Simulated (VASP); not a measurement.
# InSb3 (Fm-3m) in VASP: notebook

The runs below take InSb3 through single point, with PBE.

Program: VASP 6.6.1. These are calculated values, not measurements. Logs are shortened: lines on timing, memory, paths and dates and some standing lists are left out, and cuts for length are marked.

## 1. The cell of the first run

It takes space group Fm-3m (No. 225, cubic). Conventional cell: a = 7.317 Å, b = 7.317 Å, c = 7.317 Å, α = 90.00°, β = 90.00°, γ = 90.00°. Within 4.2 Å of In (site symmetry m-3m) lie 14 Sb at 3.17 to 3.66 Å. Sb (site symmetry -43m) has 4 In at 3.17 Å and 10 Sb at 3.17 to 3.66 Å within 4.2 Å. Within 4.2 Å of Sb (site symmetry m-3m) lie 8 Sb at 3.17 Å and 6 In at 3.66 Å.

## 2. Single point, PBE (strained)

Input file INCAR:

```
PREC = Accurate ; ENCUT = 520
EDIFF = 1E-6 ; ISMEAR = 0
SIGMA = 0.1 ; LREAL = F
LASPH = T ; NELM = 80
ALGO = Normal ; ISIF = 2
LWAVE = F ; LCHARG = T
GGA = PE ; LELF = T
LVHAR = T ; NBANDS = 22
```

Input file KPOINTS:

```
Automatic mesh
0
Gamma
  10 10 10
```

Input file POSCAR:

```
InSb3
1.0
    0.0000000000      3.6584822577      3.6584822577
    3.6584822577      0.0000000000      3.6584822577
    3.6584822577      3.6584822577      0.0000000000
In Sb
1 3
Direct
    0.0000000000      0.0000000000      0.0000000000
    0.2500000000      0.2500000000      0.2500000000
    0.7500000000      0.7500000000      0.7500000000
    0.5000000000      0.5000000000      0.5000000000
```

Potentials or basis: VASP PAW PBE potentials, release 64 (In_d, Sb).

Run with:

```console
$ cat potpaw_PBE.64/In_d/POTCAR potpaw_PBE.64/Sb/POTCAR > POTCAR
$ mpirun -np 1 vasp_std > vasp.out
```

OUTCAR:

```text
PREC = Accurate
   ENCUT = 520
   EDIFF = 1E-6
   ISMEAR = 0
   LREAL = F
   LASPH = T
   NELM = 80
   ISIF = 2
   GGA = PE

 ion  position               nearest neighbor table
   1  0.000  0.000  0.000-   2 3.17   3 3.17   3 3.17   3 3.17   3 3.17   2 3.17   2 3.17   2 3.17
                             4 3.66   4 3.66   4 3.66   4 3.66   4 3.66   4 3.66
   2  0.250  0.250  0.250-   1 3.17   4 3.17   1 3.17   1 3.17   1 3.17   4 3.17   4 3.17   4 3.17
                             3 3.66   3 3.66   3 3.66   3 3.66   3 3.66   3 3.66
   3  0.750  0.750  0.750-   1 3.17   4 3.17   4 3.17   4 3.17   4 3.17   1 3.17   1 3.17   1 3.17
                             2 3.66   2 3.66   2 3.66   2 3.66   2 3.66   2 3.66
   4  0.500  0.500  0.500-   2 3.17   3 3.17   2 3.17   2 3.17   2 3.17   3 3.17   3 3.17   3 3.17
                             1 3.66   1 3.66   1 3.66   1 3.66   1 3.66   1 3.66

  LATTYP: Found a face centered cubic cell.
 ALAT       =     7.3169645154

  Lattice vectors:

 A1 = (   0.0000000000,   3.6584822577,   3.6584822577)
 A2 = (   3.6584822577,   0.0000000000,   3.6584822577)
 A3 = (   3.6584822577,   3.6584822577,   0.0000000000)

Analysis of symmetry for initial positions (statically):
=====================================================================
 Subroutine PRICEL returns:
 Original cell was already a primitive cell.

 Routine SETGRP: Setting up the symmetry group for a
 face centered cubic supercell.

 Subroutine GETGRP returns: Found 48 space group operations
 (whereof 48 operations were pure point group operations)
 out of a pool of 48 trial point group operations.

The static configuration has the point symmetry O_h .

Analysis of symmetry for dynamics (positions and initial velocities):
=====================================================================
 Subroutine PRICEL returns:
 Original cell was already a primitive cell.

 Routine SETGRP: Setting up the symmetry group for a
 face centered cubic supercell.

 Subroutine GETGRP returns: Found 48 space group operations
 (whereof 48 operations were pure point group operations)
 out of a pool of 48 trial point group operations.

The dynamic configuration has the point symmetry O_h .

 Subroutine INISYM returns: Found 48 space group operations
 (whereof 48 operations are pure point group operations),
 and found     1 'primitive' translations

----------------------------------------------------------------------------------------

                                     Primitive cell

  volume of cell :      97.9339

  direct lattice vectors                    reciprocal lattice vectors
     0.000000000  3.658482258  3.658482258    -0.136668696  0.136668696  0.136668696
     3.658482258  0.000000000  3.658482258     0.136668696 -0.136668696  0.136668696
     3.658482258  3.658482258  0.000000000     0.136668696  0.136668696 -0.136668696

  length of vectors
     5.173875227  5.173875227  5.173875227     0.236717126  0.236717126  0.236717126

  position of ions in fractional coordinates (direct lattice)
     0.000000000  0.000000000  0.000000000
     0.250000000  0.250000000  0.250000000
     0.750000000  0.750000000  0.750000000
     0.500000000  0.500000000  0.500000000

  ion indices of the primitive-cell ions
   primitive index   ion index
                 1           1
                 2           2
                 3           3
                 4           4

----------------------------------------------------------------------------------------

 KPOINTS: Automatic mesh

Automatic generation of k-mesh.
 Grid dimensions read from file:
 generate k-points for:   10   10   10

 Generating k-lattice:

  Cartesian coordinates                     Fractional coordinates (reciprocal lattice)
    -0.013666870  0.013666870  0.013666870     0.100000000  0.000000000  0.000000000
     0.013666870 -0.013666870  0.013666870     0.000000000  0.100000000  0.000000000
     0.013666870  0.013666870 -0.013666870     0.000000000  0.000000000  0.100000000

  Length of vectors
     0.023671713  0.023671713  0.023671713

  Shift w.r.t. Gamma in fractional coordinates (k-lattice)
     0.000000000  0.000000000  0.000000000

 Subroutine IBZKPT returns following result:
 ===========================================

 Found     47 irreducible k-points:

 Following reciprocal coordinates:
            Coordinates               Weight
  0.000000  0.000000  0.000000      1.000000
  0.100000  0.000000  0.000000      8.000000
  0.200000  0.000000  0.000000      8.000000
  0.300000  0.000000  0.000000      8.000000
  0.400000  0.000000  0.000000      8.000000
  0.500000  0.000000  0.000000      4.000000
[... 16 lines left out ...]
  0.300000  0.300000  0.000000      6.000000
  0.400000  0.300000  0.000000     24.000000
 [... further k-points ...]
   k-points           NKPTS =     47   k-points in BZ     NKDIM =     47   number of bands    NBANDS=     22
   number of dos      NEDOS =    301   number of ions     NIONS =      4
   total plane-waves  NPLWV =  64000
   dimension x,y,z NGX =    40 NGY =   40 NGZ =   40
   dimension x,y,z NGXF=    80 NGYF=   80 NGZF=   80
   ions per type =               1   3
   NGX,Y,Z   is equivalent  to a cutoff of  12.85, 12.85, 12.85 a.u.
   NGXF,Y,Z  is equivalent  to a cutoff of  25.71, 25.71, 25.71 a.u.
 SYSTEM =  unknown system
   PREC   = accura    normal or accurate (medium, high low for compatibility)
   ISTART =      0    job   : 0-new  1-cont  2-samecut
   ICHARG =      2    charge: 1-file 2-atom 10-const
   ISPIN  =      1    spin polarized calculation?
   LNONCOLLINEAR =      F non collinear calculations
   LSORBIT =      F    spin-orbit coupling
   LASPH  =      T    aspherical Exc in radial PAW
   ENCUT  =  520.0 eV  38.22 Ry    6.18 a.u.   9.62  9.62  9.62*2*pi/ulx,y,z
   NELM   =     80;   NELMIN=  2; NELMDL= -5     # of ELM steps
   EDIFF  = 0.1E-05   stopping-criterion for ELM
   LREAL  =      F    real-space projection
   EDIFFG = 0.1E-04   stopping-criterion for IOM
   NSW    =      0    number of steps for IOM
   IBRION =     -1    ionic relax: 0-MD 1-quasi-New 2-CG
   NFREE  =      0    steps in history (QN), initial steepest desc. (CG)
   ISIF   =      2    stress and relaxation
   ISYM   =      2    0-nonsym 1-usesym 2-fastsym
   POTIM  = 0.5000    time-step for ionic-motion
   TEBEG  =    0.0;   TEEND  =   0.0 temperature during run
   PSTRESS=    0.0 pullay stress
   NELECT =      28.0000    total number of electrons
   NUPDOWN=      -1.0000    fix difference up-down
   EMIN   =  10.00;   EMAX   =-10.00  energy-range for DOS
   EFERMI =   0.00;   METHOD = LEGACY
   ISMEAR =     0;   SIGMA  =   0.10  broadening in eV -4-tet -1-fermi 0-gaus
   EFERMI_NEDOS =   21; number of points for ismear=-14 and -15
   IALGO  =     38    algorithm
   IMIX   =      4    mixing-type and parameters
     AMIX     =   0.40;   BMIX     =  1.00
     AMIX_MAG =   1.60;   BMIX_MAG =  1.00
  volume/ion in A,a.u.               =      24.48       165.22
  Fermi-wavevector in a.u.,A,eV,Ry     =   1.078491  2.038053 15.825521  1.163143
  Thomas-Fermi vector in A             =   2.214431
   LORBIT       =      0    0 simple, 1 ext, 2 COOP (PROOUT), +10 PAW based schemes
   GGA     = PE    functional components
   LHFCALC =     F    Hartree Fock is set to
   AEXX    =    0.0000 exact exchange contribution
   IVDW    =     0    specifies the selected vdW correction
   LEPSILON=     F    determine dielectric tensor
   LRPA    =     F    only Hartree local field effects (RPA)
 non-spin polarized calculation
 Gauss-broadening in eV      SIGMA  =   0.10
  energy-cutoff  :      520.00
  volume of cell :       97.93
 maximum number of plane-waves:      2685
   NGX = 19   NGY = 19   NGZ = 19

 number of electron      28.0000003 magnetization

 Free energy of the ion-electron system (eV)
  ---------------------------------------------------
  ext. energy  EPLUGINS =         0.00000000
  ---------------------------------------------------
  free energy    TOTEN  =       -14.08560492 eV

  energy without entropy =      -14.07846646  energy(sigma->0) =      -14.08203569

 E-fermi :   9.3583     XC(G=0): -10.6348

 val. band max:        9.2984683055   @ k =  -0.3000   0.1000   0.0000
 cond. band min:       9.3749345984   @ k =   0.5000   0.0000   0.0000
 fundamental gap:      0.0764662929
 Fermi energy:         9.3582786048

 k-point     1 :       0.0000    0.0000    0.0000
  band No.  band energies     occupation
      1      -5.2130      2.00000
      2      -5.2130      2.00000
      3      -5.2130      2.00000
      4      -5.1660      2.00000
      5      -5.1660      2.00000
      6      -3.6687      2.00000
[... 14 lines left out ...]
     21      17.0588      0.00000
     22      17.0588      0.00000

 k-point     2 :       0.1000    0.0000    0.0000
  band No.  band energies     occupation
      1      -5.2152      2.00000
      2      -5.2120      2.00000
      3      -5.2120      2.00000
      4      -5.1664      2.00000
      5      -5.1664      2.00000
      6      -3.5859      2.00000
[... 14 lines left out ...]
     21      16.2530      0.00000
     22      16.8256      0.00000

 k-point     3 :       0.2000    0.0000    0.0000
  band No.  band energies     occupation
      1      -5.2217      2.00000
      2      -5.2094      2.00000
      3      -5.2094      2.00000
      4      -5.1671      2.00000
      5      -5.1671      2.00000
      6      -3.3379      2.00000
[... 14 lines left out ...]
     21      14.6817      0.00000
     22      16.0299      0.00000

 k-point     4 :       0.3000    0.0000    0.0000
  band No.  band energies     occupation
      1      -5.2306      2.00000
      2      -5.2067      2.00000
      3      -5.2067      2.00000
      4      -5.1677      2.00000
      5      -5.1677      2.00000
      6      -2.9303      2.00000
[... 14 lines left out ...]
     21      14.6684      0.00000
     22      15.2913      0.00000

 k-point     5 :       0.4000    0.0000    0.0000
  band No.  band energies     occupation
      1      -5.2383      2.00000
      2      -5.2049      2.00000
      3      -5.2049      2.00000
      4      -5.1679      2.00000
      5      -5.1679      2.00000
      6      -2.3936      2.00000
[... 14 lines left out ...]
     21      15.0052      0.00000
     22      16.6473      0.00000

 k-point     6 :       0.5000    0.0000    0.0000
  band No.  band energies     occupation
      1      -5.2413      2.00000
      2      -5.2043      2.00000
      3      -5.2043      2.00000
      4      -5.1678      2.00000
      5      -5.1678      2.00000
      6      -1.9863      2.00000
[... 14 lines left out ...]
     21      15.8249      0.00000
     22      18.0924      0.00000

 k-point     7 :       0.1000    0.1000    0.0000
  band No.  band energies     occupation
      1      -5.2168      2.00000
      2      -5.2112      2.00000
      3      -5.2112      2.00000
      4      -5.1675      2.00000
      5      -5.1656      2.00000
      6      -3.5583      2.00000
[... 324 lines left out ...]
      6      -1.7514      2.00000
[... 14 lines left out ...]
     21      15.1136      0.00000
     22      17.7044      0.00000

 k-point    21 :      -0.3000    0.2000    0.0000
  band No.  band energies     occupation
      1      -5.2287      2.00000
      2      -5.2142      2.00000
      3      -5.2020      2.00000
      4      -5.1715      2.00000
      5      -5.1698      2.00000
      6      -2.2907      2.00000
[... 14 lines left out ...]
     21      15.1917      0.00000
     22      16.5757      0.00000

 k-point    22 :      -0.2000    0.2000    0.0000
  band No.  band energies     occupation
      1      -5.2263      2.00000
      2      -5.2116      2.00000
      3      -5.2050      2.00000
      4      -5.1700      2.00000
      5      -5.1687      2.00000
      6      -2.7911      2.00000
[... 14 lines left out ...]
     21      15.2502      0.00000
     22      15.7644      0.00000

 k-point    23 :       0.3000    0.3000    0.0000
  band No.  band energies     occupation
      1      -5.2394      2.00000
      2      -5.1998      2.00000
      3      -5.1998      2.00000
      4      -5.1805      2.00000
      5      -5.1633      2.00000
      6      -2.6804      2.00000
[... 14 lines left out ...]
     21      14.0274      0.00000
     22      14.0274      0.00000

 k-point    24 :       0.4000    0.3000    0.0000
  band No.  band energies     occupation
      1      -5.2434      2.00000
      2      -5.1993      2.00000
      3      -5.1972      2.00000
      4      -5.1836      2.00000
      5      -5.1632      2.00000
      6      -2.2788      2.00000
[... 14 lines left out ...]
     21      14.1791      0.00000
     22      14.2262      0.00000

 [... further k-points ...]

------------------------ aborting loop because EDIFF is reached ----------------------------------------

  FORCE on cell =-STRESS in cart. coord.  units (eV):
  Direction    XX          YY          ZZ          XY          YZ          ZX
  --------------------------------------------------------------------------------------
  -------------------------------------------------------------------------------------
  Total        4.4029338      4.4029338      4.4029338      0.0000000      0.0000000     -0.0000000
  in kB       72.0310723     72.0310723     72.0310723      0.0000000      0.0000000     -0.0000000
  external PRESSURE =      72.0310723 kB  Pullay stress =       0.0000000 kB

 VOLUME and BASIS-vectors are now :
 -----------------------------------------------------------------------------
  energy-cutoff  :      520.00
  volume of cell :       97.93
      direct lattice vectors                 reciprocal lattice vectors
     0.000000000  3.658482258  3.658482258    -0.136668696  0.136668696  0.136668696
     3.658482258  0.000000000  3.658482258     0.136668696 -0.136668696  0.136668696
     3.658482258  3.658482258  0.000000000     0.136668696  0.136668696 -0.136668696

 POSITION                                       TOTAL-FORCE (eV/Angst)
 -----------------------------------------------------------------------------------
      0.00000      0.00000      0.00000        -0.000000     -0.000000     -0.000000
      1.82924      1.82924      1.82924        -0.000000     -0.000000     -0.000000
      5.48772      5.48772      5.48772         0.000000      0.000000      0.000000
      3.65848      3.65848      3.65848        -0.000000     -0.000000     -0.000000
 -----------------------------------------------------------------------------------
    total drift:                               -0.000000      0.000000      0.000000

  FREE ENERGIE OF THE ION-ELECTRON SYSTEM (eV)
  ---------------------------------------------------
  free  energy   TOTEN  =       -14.0856049193 eV

  energy  without entropy=      -14.0784664575  energy(sigma->0) =      -14.08203569
```

Run time: 44 s. Hardware: 1 thread of Intel Xeon 6975P-C (Granite Rapids), shared host; peak memory 0.29 GiB.

Results:

* Free energy: -14.0856 eV
* Pressure: 7.2 GPa
* Band gap on the k mesh: zero (band 14 reaches 10.67 eV, above the bottom of band 15 at 7.53 eV)

Levels at points of the mesh, in eV from the Fermi level:
```
           k point  band 10  band 11  band 12  band 13  band 14  band 15  band 16  band 17  band 18  band 19
(0.00, 0.00, 0.00)    -2.77    -2.77    -2.66    -2.66    -2.66    -1.83    -0.84    -0.84    -0.84     3.37
(0.50, 0.00, 0.00)    -3.80    -3.80    -2.97    -2.97     0.02     0.20     2.14     2.14     3.14     3.14
(0.50, 0.50, 0.00)    -5.66    -5.66     0.76     1.08     1.08     1.77     2.03     2.03     2.03     4.56
```

Caveat: the cell differs from its parent crystal (strained); spin-orbit coupling is left out, which moves the levels of the heavy elements.

## 3. Single point, PBE (strained)

Input file INCAR:

```
PREC     = Accurate       # precision mode
ENCUT    = 520            # plane-wave cutoff, eV
EDIFF    = 1E-6           # SCF threshold, eV
ISMEAR   = 0              # smearing method
SIGMA    = 0.1            # smearing width, eV
LREAL    = F              # projectors in reciprocal space
LASPH    = T              # aspherical terms in the spheres
NELM     = 100            # most SCF steps
ALGO     = Normal         # electronic algorithm
ISIF     = 2              # what is computed and relaxed
LWAVE    = F              # write WAVECAR
LCHARG   = T              # write CHGCAR
GGA      = PE             # functional
LELF     = T              # ELF
LVHAR    = T            
NBANDS   = 22             # bands
```

KPOINTS is that of step 2.

Input file POSCAR:

```
InSb3
1.0
    0.0000000000      3.7157041471      3.7157041471
    3.7157041471      0.0000000000      3.7157041471
    3.7157041471      3.7157041471      0.0000000000
In Sb
1 3
Direct
    0.0000000000      0.0000000000      0.0000000000
    0.2500000000      0.2500000000      0.2500000000
    0.7500000000      0.7500000000      0.7500000000
    0.5000000000      0.5000000000      0.5000000000
```

Potentials or basis: VASP PAW PBE potentials, release 64 (In_d, Sb).

Run with:

```console
$ cat potpaw_PBE.64/In_d/POTCAR potpaw_PBE.64/Sb/POTCAR > POTCAR
$ mpirun -np 1 vasp_std > vasp.out
```

Run time: 59 s. Hardware: 1 thread of Intel Xeon 6975P-C (Granite Rapids), shared host; peak memory 0.29 GiB.

It converged, with:

```yaml
Free_energy: -14.2411 eV
Pressure: 3.6 GPa
Band_gap_on_the_k_mesh: zero (band 14 reaches 9.98 eV, above the bottom of band 15 at 6.71 eV)
```

Levels at points of the mesh, in eV from the Fermi level:
| k point | band 12 | band 13 | band 14 | band 15 | band 16 | band 17 |
| --- | --- | --- | --- | --- | --- | --- |
| (0.00, 0.00, 0.00) | -2.52 | -2.52 | -2.52 | -2.04 | -0.77 | -0.77 |
| (0.50, 0.00, 0.00) | -2.80 | -2.80 | -0.10 | 0.08 | 2.06 | 2.06 |
| (0.50, 0.50, 0.00) | 0.58 | 1.00 | 1.00 | 1.54 | 1.89 | 1.95 |

Caveat: the cell differs from its parent crystal (strained); spin-orbit coupling is left out, which moves the levels of the heavy elements.

[end of part 1 of 2]
